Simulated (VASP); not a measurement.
# TaN (Fm-3m) in VASP: further runs, part 2 of 2

VASP 6.6.1. The steps go on from the part before.

### 3 Single point, PBEsol (equal strain along all axes, cell held: +1.5 %)

INCAR reads:

```
PREC     = Accurate       # precision mode
ENCUT    = 520            # plane-wave cutoff, eV
EDIFF    = 1E-6           # SCF threshold, eV
ISMEAR   = 0              # smearing method
SIGMA    = 0.1            # smearing width, eV
LREAL    = False          # projectors in reciprocal space
LASPH    = True           # aspherical terms in the spheres
NELM     = 80             # most SCF steps
ALGO     = Fast           # electronic algorithm
ISIF     = 2              # what is computed and relaxed
LWAVE    = False          # write WAVECAR
LCHARG   = False          # write CHGCAR
GGA      = PS             # functional
NBANDS   = 24             # bands
```

KPOINTS reads:

```
Automatic mesh
0
Gamma
  16 16 12
```

POSCAR reads:

```
TaN
1.0
    2.2206623719      2.2206623719      0.0000000000
   -2.2206623719      2.2206623719      0.0000000000
    0.0000000000      0.0000000000      4.4413247438
Ta N
2 2
Direct
    0.5000000000      0.5000000000      0.0000000000
    0.0000000000      0.0000000000      0.5000000000
    0.0000000000      0.0000000000      0.0000000000
    0.5000000000      0.5000000000      0.5000000000
```

Potentials or basis: VASP PAW PBE potentials, release 64 (Ta_pv, N).

Started as:

```
$ cat potpaw_PBE.64/Ta_pv/POTCAR potpaw_PBE.64/N/POTCAR > POTCAR
$ mpirun -np 1 vasp_std > vasp.out
```

OUTCAR:

```text
PREC = Accurate
   ENCUT = 520
   EDIFF = 1E-6
   ISMEAR = 0
   LREAL = False
   LASPH = True
   NELM = 80
   ISIF = 2
   GGA = PS

 ion  position               nearest neighbor table
   1  0.500  0.500  0.000-   3 2.22   4 2.22   4 2.22   3 2.22   3 2.22   3 2.22   2 3.14   2 3.14
                             2 3.14   2 3.14   2 3.14   2 3.14   2 3.14   2 3.14
   2  0.000  0.000  0.500-   3 2.22   4 2.22   3 2.22   4 2.22   4 2.22   4 2.22   1 3.14   1 3.14
                             1 3.14   1 3.14   1 3.14   1 3.14   1 3.14   1 3.14
   3  0.000  0.000  0.000-   1 2.22   2 2.22   2 2.22   1 2.22   1 2.22   1 2.22
   4  0.500  0.500  0.500-   1 2.22   2 2.22   1 2.22   2 2.22   2 2.22   2 2.22

  LATTYP: Found a simple tetragonal cell.
 ALAT       =     3.1404908438
 C/A-ratio  =     1.4142135624

  Lattice vectors:

 A1 = (   2.2206623719,   2.2206623719,   0.0000000000)
 A2 = (  -2.2206623719,   2.2206623719,   0.0000000000)
 A3 = (   0.0000000000,   0.0000000000,   4.4413247438)

Analysis of symmetry for initial positions (statically):
=====================================================================
 Subroutine PRICEL returns following result:

  LATTYP: Found a face centered cubic cell.
 ALAT       =     4.4413247438

  Lattice vectors:

 A1 = (   0.0000000000,  -2.2206623719,  -2.2206623719)
 A2 = (   2.2206623719,   0.0000000000,  -2.2206623719)
 A3 = (   2.2206623719,  -2.2206623719,  -0.0000000000)

   2 primitive cells build up your supercell.

 Routine SETGRP: Setting up the symmetry group for a
 simple tetragonal supercell.

 Subroutine GETGRP returns: Found 16 space group operations
 (whereof 16 operations were pure point group operations)
 out of a pool of 16 trial point group operations.

The static configuration has the point symmetry D_4h.

Analysis of symmetry for dynamics (positions and initial velocities):
=====================================================================
 Subroutine PRICEL returns following result:

  LATTYP: Found a face centered cubic cell.
 ALAT       =     4.4413247438

  Lattice vectors:

 A1 = (   0.0000000000,  -2.2206623719,  -2.2206623719)
 A2 = (   2.2206623719,   0.0000000000,  -2.2206623719)
 A3 = (   2.2206623719,  -2.2206623719,  -0.0000000000)

   2 primitive cells build up your supercell.

 Routine SETGRP: Setting up the symmetry group for a
 simple tetragonal supercell.

 Subroutine GETGRP returns: Found 16 space group operations
 (whereof 16 operations were pure point group operations)
 out of a pool of 16 trial point group operations.

The dynamic configuration has the point symmetry D_4h.

 Subroutine INISYM returns: Found 16 space group operations
 (whereof 16 operations are pure point group operations),
 and found     2 'primitive' translations

----------------------------------------------------------------------------------------

                                     Primitive cell

  volume of cell :      21.9017

  direct lattice vectors                    reciprocal lattice vectors
     0.000000000 -2.220662372 -2.220662372    -0.225158046 -0.225158046 -0.225158046
     2.220662372  0.000000000 -2.220662372     0.225158046  0.225158046 -0.225158046
[... 37 lines left out ...]

 Found    315 irreducible k-points:

 Following reciprocal coordinates:
            Coordinates               Weight
  0.000000  0.000000  0.000000      1.000000
  0.062500  0.000000  0.000000      4.000000
  0.125000  0.000000  0.000000      4.000000
  0.187500  0.000000  0.000000      4.000000
  0.250000  0.000000  0.000000      4.000000
  0.312500  0.000000  0.000000      4.000000
[... 16 lines left out ...]
  0.437500  0.125000  0.000000      8.000000
  0.500000  0.125000  0.000000      4.000000
 [... further k-points ...]
   k-points           NKPTS =    315   k-points in BZ     NKDIM =    315   number of bands    NBANDS=     24
   number of dos      NEDOS =    301   number of ions     NIONS =      4
   total plane-waves  NPLWV =  20736
   dimension x,y,z NGX =    24 NGY =   24 NGZ =   36
   dimension x,y,z NGXF=    48 NGYF=   48 NGZF=   72
   ions per type =               2   2
   NGX,Y,Z   is equivalent  to a cutoff of  12.70, 12.70, 13.48 a.u.
   NGXF,Y,Z  is equivalent  to a cutoff of  25.41, 25.41, 26.95 a.u.
 SYSTEM =  unknown system
   PREC   = accura    normal or accurate (medium, high low for compatibility)
   ISTART =      0    job   : 0-new  1-cont  2-samecut
   ICHARG =      2    charge: 1-file 2-atom 10-const
   ISPIN  =      1    spin polarized calculation?
   LNONCOLLINEAR =      F non collinear calculations
   LSORBIT =      F    spin-orbit coupling
   LASPH  =      T    aspherical Exc in radial PAW
   ENCUT  =  520.0 eV  38.22 Ry    6.18 a.u.   5.84  5.84  8.26*2*pi/ulx,y,z
   NELM   =     80;   NELMIN=  2; NELMDL= -5     # of ELM steps
   EDIFF  = 0.1E-05   stopping-criterion for ELM
   LREAL  =      F    real-space projection
   EDIFFG = 0.1E-04   stopping-criterion for IOM
   NSW    =      0    number of steps for IOM
   IBRION =     -1    ionic relax: 0-MD 1-quasi-New 2-CG
   NFREE  =      0    steps in history (QN), initial steepest desc. (CG)
   ISIF   =      2    stress and relaxation
   ISYM   =      2    0-nonsym 1-usesym 2-fastsym
   POTIM  = 0.5000    time-step for ionic-motion
   TEBEG  =    0.0;   TEEND  =   0.0 temperature during run
   PSTRESS=    0.0 pullay stress
   NELECT =      32.0000    total number of electrons
   NUPDOWN=      -1.0000    fix difference up-down
   EMIN   =  10.00;   EMAX   =-10.00  energy-range for DOS
   EFERMI =   0.00;   METHOD = LEGACY
   ISMEAR =     0;   SIGMA  =   0.10  broadening in eV -4-tet -1-fermi 0-gaus
   EFERMI_NEDOS =   21; number of points for ismear=-14 and -15
   IALGO  =     68    algorithm
   IMIX   =      4    mixing-type and parameters
     AMIX     =   0.40;   BMIX     =  1.00
     AMIX_MAG =   1.60;   BMIX_MAG =  1.00
  volume/ion in A,a.u.               =      10.95        73.90
  Fermi-wavevector in a.u.,A,eV,Ry     =   1.474424  2.786257 29.578047  2.173925
  Thomas-Fermi vector in A             =   2.589197
   LORBIT       =      0    0 simple, 1 ext, 2 COOP (PROOUT), +10 PAW based schemes
   GGA     = PS    functional components
   LHFCALC =     F    Hartree Fock is set to
   AEXX    =    0.0000 exact exchange contribution
   IVDW    =     0    specifies the selected vdW correction
   LEPSILON=     F    determine dielectric tensor
   LRPA    =     F    only Hartree local field effects (RPA)
 non-spin polarized calculation
 RMM-DIIS sequential band-by-band and
 Gauss-broadening in eV      SIGMA  =   0.10
  energy-cutoff  :      520.00
  volume of cell :       43.80
 maximum number of plane-waves:      1208
 NGX is ok and might be reduce to    24
   NGX = 11   NGY = 11   NGZ = 17

 number of electron      31.9999998 magnetization

 Free energy of the ion-electron system (eV)
  ---------------------------------------------------
  ext. energy  EPLUGINS =         0.00000000
  ---------------------------------------------------
  free energy    TOTEN  =       -46.34728267 eV

  energy without entropy =      -46.33707830  energy(sigma->0) =      -46.34218048

 E-fermi :   9.0314     XC(G=0): -13.4272

 val. band max:        9.0285659144   @ k =   0.3125   0.1250   0.5000
 cond. band min:       9.0314021578   @ k =   0.3750   0.1250   0.0000
 fundamental gap:      0.0028362434
 Fermi energy:         9.0313534903

 k-point     1 :       0.0000    0.0000    0.0000
  band No.  band energies     occupation
      1     -27.3757      2.00000
      2     -26.9771      2.00000
      3     -26.9771      2.00000
      4     -26.7203      2.00000
      5     -26.7198      2.00000
      6     -26.7198      2.00000
[... 637 lines left out ...]
     23      14.9855      0.00000
     24      14.9855      0.00000

 [... further k-points ...]

------------------------ aborting loop because EDIFF is reached ----------------------------------------

  FORCE on cell =-STRESS in cart. coord.  units (eV):
  Direction    XX          YY          ZZ          XY          YZ          ZX
  --------------------------------------------------------------------------------------
  -------------------------------------------------------------------------------------
  Total       -3.7458947     -3.7458947     -3.7130362      0.0000000      0.0000000      0.0000000
  in kB     -137.0119850   -137.0119850   -135.8101329      0.0000000      0.0000000      0.0000000
  external PRESSURE =    -136.6113676 kB  Pullay stress =       0.0000000 kB

 VOLUME and BASIS-vectors are now :
 -----------------------------------------------------------------------------
  energy-cutoff  :      520.00
  volume of cell :       43.80
      direct lattice vectors                 reciprocal lattice vectors
     2.220662372  2.220662372  0.000000000     0.225158046  0.225158046  0.000000000
    -2.220662372  2.220662372  0.000000000    -0.225158046  0.225158046  0.000000000
     0.000000000  0.000000000  4.441324744     0.000000000  0.000000000  0.225158046

 POSITION                                       TOTAL-FORCE (eV/Angst)
 -----------------------------------------------------------------------------------
      0.00000      2.22066      0.00000         0.000000     -0.000000      0.000000
      0.00000      0.00000      2.22066         0.000000     -0.000000     -0.000000
      0.00000      0.00000      0.00000        -0.000000     -0.000000     -0.000000
      0.00000      2.22066      2.22066        -0.000000      0.000000     -0.000000
 -----------------------------------------------------------------------------------
    total drift:                                0.000000     -0.000000     -0.000000

  FREE ENERGIE OF THE ION-ELECTRON SYSTEM (eV)
  ---------------------------------------------------
  free  energy   TOTEN  =       -46.3472826718 eV

  energy  without entropy=      -46.3370782962  energy(sigma->0) =      -46.34218048
```

It took 7.3 min on 1 thread of Oxide Virtual Turin-like, shared host; peak memory 0.34 GiB.

Results:

| Property | Result |
| --- | --- |
| Free energy | -46.3473 eV |
| Pressure | -13.7 GPa |
| Band gap on the k mesh | zero (bands 16 and 17 overlap by 3.86 eV) |

Caveat: the cell differs from its parent crystal (equal strain along all axes, cell held: +1.5 %); the cell stands under tension; the PAW data sets were made with another functional, which shifts forces and pressure a little; spin-orbit coupling is left out, which moves the levels of the heavy elements.
